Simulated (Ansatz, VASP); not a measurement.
# CdTeSe4 in VASP and in Ansatz

```
CELL_PARAMETERS angstrom
4.76350 0.00000 0.00000
-2.38175 4.12531 0.00000
0.00000 0.00000 7.32762
ATOMIC_POSITIONS crystal
Cd 0.00000 0.00000 0.00000
Te 0.00000 0.00000 0.50000
Se 0.33333 0.66667 0.74982
Se 0.66667 0.33333 0.74982
Se 0.66667 0.33333 0.25018
Se 0.33333 0.66667 0.25018
```

Alike in both runs: functional PBE; k mesh 12 × 12 × 6; occupations gaussian, width 0.1 eV; no spin polarisation.

Ansatz relaxed the structure, and its values are those at the end. VASP's run is a single point on that final structure, the one shown.

```csv
,VASP,Ansatz
version,VASP 6.6.1,Ansatz 0.2.0
potentials or method,"VASP PAW PBE potentials, release 64 (Cd, Te, Se), cutoff 520 eV","scalar-relativistic, plane waves, PAW"
valence electrons in the cell,42,100
```

Ansatz gave:

```
gap on the k mesh at the Fermi level (eV) : none
pressure (GPa)                            : 0.0
rms of the force components (eV/Å)        : 0.002
```

Question: Estimate VASP's values.

Answer: gap on the k mesh at the Fermi level (eV): none; pressure (GPa): 0.0; rms of the force components (eV/Å): 0.005.

A gap of «none» marks a metal or a gap that the smearing closes. With one functional, cell and mesh, what is left measures potentials, basis and numerics. VASP's potentials hold 42 valence electrons a cell and Ansatz's 100, so a difference there can come from the potentials and not from the codes.

Spin-orbit coupling is off throughout.
